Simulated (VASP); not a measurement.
A run of VASP 6.6.1:

The input INCAR:

```
ALGO     = Normal         # electronic algorithm
EDIFF    = 1E-7           # SCF threshold, eV
ENCUT    = 520            # plane-wave cutoff, eV
ISIF     = 2              # what is computed and relaxed
ISMEAR   = -1             # smearing method
LASPH    = T              # aspherical terms in the spheres
LCHARG   = F              # write CHGCAR
LREAL    = F              # projectors in reciprocal space
LWAVE    = F              # write WAVECAR
NBANDS   = 16             # bands
NELM     = 60             # most SCF steps
PREC     = Accurate       # precision mode
SIGMA    = 0.03           # smearing width, eV
```

The input KPOINTS:

```
k-points
0
Gamma
  6 6 5
```

The input POSCAR:

```
Se
1.0
    4.3661999489      0.0000000000      0.0000000000
   -2.1830999745      3.7812400738      0.0000000000
    0.0000000000      0.0000000000      5.0031360000
Se
3
Direct
    0.2254000000      0.0000000000      0.3333333333
    0.0000000000      0.2254000000      0.6666666667
    0.7746000000      0.7746000000      0.0000000000
```

Potentials or basis: VASP PAW LDA potentials, release 64 (Se).

Run with:

```console
$ cat potpaw_LDA.64/Se/POTCAR > POTCAR
$ mpirun -np 1 vasp_std > vasp.out
```

Hardware: 1 thread of Intel(R) Xeon(R) 6975P-C (Granite Rapids) (shared host).

Q: How long does it take, and how much memory?

A: Wall time 9.7 s on 1 thread of Intel(R) Xeon(R) 6975P-C (Granite Rapids) (shared host), peak memory 0.16 GiB. Counts: scf iterations 13, k points 27.
